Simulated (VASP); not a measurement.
# V (Im-3m) in VASP: further runs

Runs on V. Level: PBEsol. Tasks: single point.

Everything below comes from runs of VASP 6.6.1. Logs are shortened: lines on timing, memory, paths and dates and some standing lists are left out, and cuts for length are marked.

**1. The cell of the first run**

It takes space group Im-3m (No. 229, cubic). The conventional cell has a = 2.960 Å, b = 2.960 Å, c = 2.960 Å, α = 90.00°, β = 90.00°, γ = 90.00°. Within 3.4 Å of V (site symmetry m-3m) lie 14 V at 2.56 to 2.96 Å.

**2. Single point, PBEsol**

The input, INCAR:

```
SYSTEM = V
PREC = Accurate
ENCUT = 520
EDIFF = 1E-6
ISMEAR = -1
SIGMA = 0.1
LREAL = .FALSE.
LASPH = .TRUE.
NELM = 100
ALGO = Normal
ISIF = 2
LWAVE = .FALSE.
LCHARG = .FALSE.
GGA = PS
NBANDS = 12
```

The input, KPOINTS:

```
regular mesh
0
G
  18 18 18
  0 0 0
```

The input, POSCAR:

```
V
1.0
   -1.4799359792      1.4799359792      1.4799359792
    1.4799359792     -1.4799359792      1.4799359792
    1.4799359792      1.4799359792     -1.4799359792
V
1
Direct
    0.0000000000      0.0000000000      0.0000000000
```

Potentials or basis: VASP PAW PBE potentials, release 64 (V_sv).

Launch:

```
$ cat potpaw_PBE.64/V_sv/POTCAR > POTCAR
$ mpirun -np 1 vasp_std > vasp.out
```

OUTCAR:

```text
SYSTEM = V
   PREC = Accurate
   ENCUT = 520
   EDIFF = 1E-6
   ISMEAR = -1
   LREAL = .FALSE.
   LASPH = .TRUE.
   NELM = 100
   ISIF = 2
   GGA = PS

 ion  position               nearest neighbor table
   1  0.000  0.000  0.000-

  LATTYP: Found a body centered cubic cell.
 ALAT       =     2.9598719584

  Lattice vectors:

 A1 = (  -1.4799359792,   1.4799359792,   1.4799359792)
 A2 = (   1.4799359792,  -1.4799359792,   1.4799359792)
 A3 = (   1.4799359792,   1.4799359792,  -1.4799359792)

Analysis of symmetry for initial positions (statically):
=====================================================================
 Subroutine PRICEL returns:
 Original cell was already a primitive cell.

 Routine SETGRP: Setting up the symmetry group for a
 body centered cubic supercell.

 Subroutine GETGRP returns: Found 48 space group operations
 (whereof 48 operations were pure point group operations)
 out of a pool of 48 trial point group operations.

The static configuration has the point symmetry O_h .

Analysis of symmetry for dynamics (positions and initial velocities):
=====================================================================
 Subroutine PRICEL returns:
 Original cell was already a primitive cell.

 Routine SETGRP: Setting up the symmetry group for a
 body centered cubic supercell.

 Subroutine GETGRP returns: Found 48 space group operations
 (whereof 48 operations were pure point group operations)
 out of a pool of 48 trial point group operations.

The dynamic configuration has the point symmetry O_h .

 Subroutine INISYM returns: Found 48 space group operations
 (whereof 48 operations are pure point group operations),
 and found     1 'primitive' translations

----------------------------------------------------------------------------------------

                                     Primitive cell

  volume of cell :      12.9655

  direct lattice vectors                    reciprocal lattice vectors
    -1.479935979  1.479935979  1.479935979     0.000000000  0.337852452  0.337852452
     1.479935979 -1.479935979  1.479935979     0.337852452  0.000000000  0.337852452
     1.479935979  1.479935979 -1.479935979     0.337852452  0.337852452  0.000000000

  length of vectors
     2.563324308  2.563324308  2.563324308     0.477795520  0.477795520  0.477795520

  position of ions in fractional coordinates (direct lattice)
     0.000000000  0.000000000  0.000000000

  ion indices of the primitive-cell ions
   primitive index   ion index
                 1           1

----------------------------------------------------------------------------------------

 KPOINTS: regular mesh

Automatic generation of k-mesh.
 Grid dimensions read from file:
 generate k-points for:   18   18   18

 Generating k-lattice:

  Cartesian coordinates                     Fractional coordinates (reciprocal lattice)
     0.000000000  0.018769581  0.018769581     0.055555556  0.000000000  0.000000000
     0.018769581  0.000000000  0.018769581     0.000000000  0.055555556  0.000000000
     0.018769581  0.018769581  0.000000000     0.000000000  0.000000000  0.055555556

  Length of vectors
     0.026544196  0.026544196  0.026544196

  Shift w.r.t. Gamma in fractional coordinates (k-lattice)
     0.000000000  0.000000000  0.000000000

 Subroutine IBZKPT returns following result:
 ===========================================

 Found    195 irreducible k-points:

 Following reciprocal coordinates:
            Coordinates               Weight
  0.000000  0.000000  0.000000      1.000000
  0.055556  0.000000  0.000000     12.000000
  0.111111  0.000000  0.000000     12.000000
  0.166667  0.000000  0.000000     12.000000
  0.222222  0.000000  0.000000     12.000000
  0.277778  0.000000  0.000000     12.000000
[... 16 lines left out ...]
  0.333333  0.111111  0.000000     48.000000
  0.388889  0.111111 -0.000000     48.000000
 [... further k-points ...]
   k-points           NKPTS =    195   k-points in BZ     NKDIM =    195   number of bands    NBANDS=     12
   number of dos      NEDOS =    301   number of ions     NIONS =      1
   total plane-waves  NPLWV =   8000
   dimension x,y,z NGX =    20 NGY =   20 NGZ =   20
   dimension x,y,z NGXF=    40 NGYF=   40 NGZF=   40
   ions per type =               1
   NGX,Y,Z   is equivalent  to a cutoff of  12.97, 12.97, 12.97 a.u.
   NGXF,Y,Z  is equivalent  to a cutoff of  25.94, 25.94, 25.94 a.u.
 SYSTEM =  V
   PREC   = accura    normal or accurate (medium, high low for compatibility)
   ISTART =      0    job   : 0-new  1-cont  2-samecut
   ICHARG =      2    charge: 1-file 2-atom 10-const
   ISPIN  =      1    spin polarized calculation?
   LNONCOLLINEAR =      F non collinear calculations
   LSORBIT =      F    spin-orbit coupling
   LASPH  =      T    aspherical Exc in radial PAW
   ENCUT  =  520.0 eV  38.22 Ry    6.18 a.u.   4.77  4.77  4.77*2*pi/ulx,y,z
   NELM   =    100;   NELMIN=  2; NELMDL= -5     # of ELM steps
   EDIFF  = 0.1E-05   stopping-criterion for ELM
   LREAL  =      F    real-space projection
   EDIFFG = 0.1E-04   stopping-criterion for IOM
   NSW    =      0    number of steps for IOM
   IBRION =     -1    ionic relax: 0-MD 1-quasi-New 2-CG
   NFREE  =      0    steps in history (QN), initial steepest desc. (CG)
   ISIF   =      2    stress and relaxation
   ISYM   =      2    0-nonsym 1-usesym 2-fastsym
   POTIM  = 0.5000    time-step for ionic-motion
   TEBEG  =    0.0;   TEEND  =   0.0 temperature during run
   PSTRESS=    0.0 pullay stress
   NELECT =      13.0000    total number of electrons
   NUPDOWN=      -1.0000    fix difference up-down
   EMIN   =  10.00;   EMAX   =-10.00  energy-range for DOS
   EFERMI =   0.00;   METHOD = LEGACY
   ISMEAR =    -1;   SIGMA  =   0.10  broadening in eV -4-tet -1-fermi 0-gaus
   EFERMI_NEDOS =   21; number of points for ismear=-14 and -15
   IALGO  =     38    algorithm
   IMIX   =      4    mixing-type and parameters
     AMIX     =   0.40;   BMIX     =  1.00
     AMIX_MAG =   1.60;   BMIX_MAG =  1.00
  volume/ion in A,a.u.               =      12.97        87.50
  Fermi-wavevector in a.u.,A,eV,Ry     =   1.638550  3.096410 36.529547  2.684846
  Thomas-Fermi vector in A             =   2.729504
   LORBIT       =      0    0 simple, 1 ext, 2 COOP (PROOUT), +10 PAW based schemes
   GGA     = PS    functional components
   LHFCALC =     F    Hartree Fock is set to
   AEXX    =    0.0000 exact exchange contribution
   IVDW    =     0    specifies the selected vdW correction
   LEPSILON=     F    determine dielectric tensor
   LRPA    =     F    only Hartree local field effects (RPA)
 non-spin polarized calculation
  energy-cutoff  :      520.00
  volume of cell :       12.97
 maximum number of plane-waves:       370
   NGX =  9   NGY =  9   NGZ =  9

 number of electron      13.0000002 magnetization

 Free energy of the ion-electron system (eV)
  ---------------------------------------------------
  ext. energy  EPLUGINS =         0.00000000
  ---------------------------------------------------
  free energy    TOTEN  =        -9.66270998 eV

  energy without entropy =       -9.60863717  energy(sigma->0) =       -9.63567358

 E-fermi :  10.0647     XC(G=0): -13.2681

 val. band max:       10.0549124342   @ k =   0.3333   0.1667   0.0556
 cond. band min:      10.0652591715   @ k =  -0.3333   0.3333   0.1667
 fundamental gap:      0.0103467372
 Fermi energy:        10.0647004596

 k-point     1 :       0.0000    0.0000    0.0000
  band No.  band energies     occupation
      1     -53.3801      2.00000
      2     -26.7149      2.00000
      3     -26.7149      2.00000
      4     -26.7149      2.00000
      5       3.3655      2.00000
      6      10.4688      0.03456
      7      10.4688      0.03456
      8      10.4688      0.03456
      9      12.5723      0.00000
     10      12.5723      0.00000
     11      30.8279      0.00000
     12      30.8279      0.00000

 k-point     2 :       0.0556    0.0000    0.0000
  band No.  band energies     occupation
      1     -53.3731      2.00000
      2     -26.7474      2.00000
      3     -26.7247      2.00000
      4     -26.7152      2.00000
      5       3.4954      2.00000
      6      10.4119      0.06025
      7      10.4571      0.03876
      8      10.5630      0.01361
      9      12.5054      0.00000
     10      12.5758      0.00000
     11      30.6318      0.00000
     12      30.8188      0.00000

 k-point     3 :       0.1111    0.0000    0.0000
  band No.  band energies     occupation
      1     -53.3531      2.00000
      2     -26.8405      2.00000
      3     -26.7529      2.00000
      4     -26.7159      2.00000
      5       3.8735      2.00000
      6      10.2514      0.26770
      7      10.4037      0.06523
      8      10.8401      0.00086
      9      12.3514      0.00000
     10      12.5886      0.00000
     11      30.0220      0.00000
     12      30.6945      0.00000
[... 286 lines left out ...]
 k-point    23 :       0.3333    0.1111    0.0000
  band No.  band energies     occupation
      1     -53.1652      2.00000
      2     -27.6045      2.00000
      3     -27.0278      2.00000
      4     -26.7653      2.00000
      5       7.0082      2.00000
      6       9.0282      1.99994
      7      10.2360      0.30544
      8      12.4179      0.00000
      9      13.0563      0.00000
     10      14.4268      0.00000
     11      22.4433      0.00000
     12      26.2842      0.00000

 k-point    24 :       0.3889    0.1111   -0.0000
  band No.  band energies     occupation
      1     -53.1458      2.00000
      2     -27.6768      2.00000
      3     -27.0616      2.00000
      4     -26.7668      2.00000
      5       7.0419      2.00000
      6       8.9209      1.99998
      7      10.7076      0.00322
      8      12.5062      0.00000
      9      13.1876      0.00000
     10      15.0111      0.00000
     11      21.1634      0.00000
     12      25.8696      0.00000

 [... further k-points ...]

------------------------ aborting loop because EDIFF is reached ----------------------------------------

  FORCE on cell =-STRESS in cart. coord.  units (eV):
  Direction    XX          YY          ZZ          XY          YZ          ZX
  --------------------------------------------------------------------------------------
  -------------------------------------------------------------------------------------
  Total        0.0147337      0.0147337      0.0147337      0.0000000     -0.0000000     -0.0000000
  in kB        1.8206795      1.8206795      1.8206795      0.0000000     -0.0000000     -0.0000000
  external PRESSURE =       1.8206795 kB  Pullay stress =       0.0000000 kB

 VOLUME and BASIS-vectors are now :
 -----------------------------------------------------------------------------
  energy-cutoff  :      520.00
  volume of cell :       12.97
      direct lattice vectors                 reciprocal lattice vectors
    -1.479935979  1.479935979  1.479935979     0.000000000  0.337852452  0.337852452
     1.479935979 -1.479935979  1.479935979     0.337852452  0.000000000  0.337852452
     1.479935979  1.479935979 -1.479935979     0.337852452  0.337852452  0.000000000

 POSITION                                       TOTAL-FORCE (eV/Angst)
 -----------------------------------------------------------------------------------
      0.00000      0.00000      0.00000        -0.000000     -0.000000      0.000000
 -----------------------------------------------------------------------------------
    total drift:                                0.000000     -0.000000      0.000000

  FREE ENERGIE OF THE ION-ELECTRON SYSTEM (eV)
  ---------------------------------------------------
  free  energy   TOTEN  =        -9.6627099838 eV

  energy  without entropy=       -9.6086371692  energy(sigma->0) =       -9.63567358
```

Run time: 39 s. Hardware: 1 thread of Intel Xeon 8259CL, shared host; peak memory 0.14 GiB.

What came out:

```yaml
Free_energy: -9.6627 eV
Pressure: 0.2 GPa
```

Caveat: the PAW data sets were made with another functional, which shifts forces and pressure a little.

**3. Single point, PBEsol**

The input, INCAR:

```
  PREC = Accurate
  ENCUT = 520
  EDIFF = 1E-6
  ISMEAR = -1
  SIGMA = 0.1
  LREAL = False
  LASPH = True
  NELM = 80
  ALGO = Normal
  ISIF = 2
  LWAVE = False
  LCHARG = False
  GGA = PS
  NBANDS = 12
```

The input, KPOINTS:

```
regular mesh
0
Gamma
  18 18 18
```

POSCAR is that of step 2.

Potentials or basis: VASP PAW PBE potentials, release 64 (V_sv).

Launch:

```
$ cat potpaw_PBE.64/V_sv/POTCAR > POTCAR
$ mpirun -np 1 vasp_std > vasp.out
```

Wall time 30 s (1 thread of Intel Xeon 8259CL, shared host); peak memory 0.15 GiB.

It converged, with:

```
Free energy : -9.6627 eV
Pressure    : 0.2 GPa
```

Levels at points of the mesh, in eV from the Fermi level:
| k point | band 4 | band 5 | band 6 | band 7 | band 8 | band 9 |
| --- | --- | --- | --- | --- | --- | --- |
| (0.00, 0.00, 0.00) | -36.78 | -6.70 | 0.40 | 0.40 | 0.40 | 2.51 |
| (0.50, 0.00, 0.00) | -36.79 | -3.34 | -1.23 | 1.77 | 2.52 | 2.90 |
| (0.50, 0.50, 0.50) | -37.48 | -3.21 | -3.21 | 3.92 | 3.92 | 3.92 |

Caveat: the PAW data sets were made with another functional, which shifts forces and pressure a little.
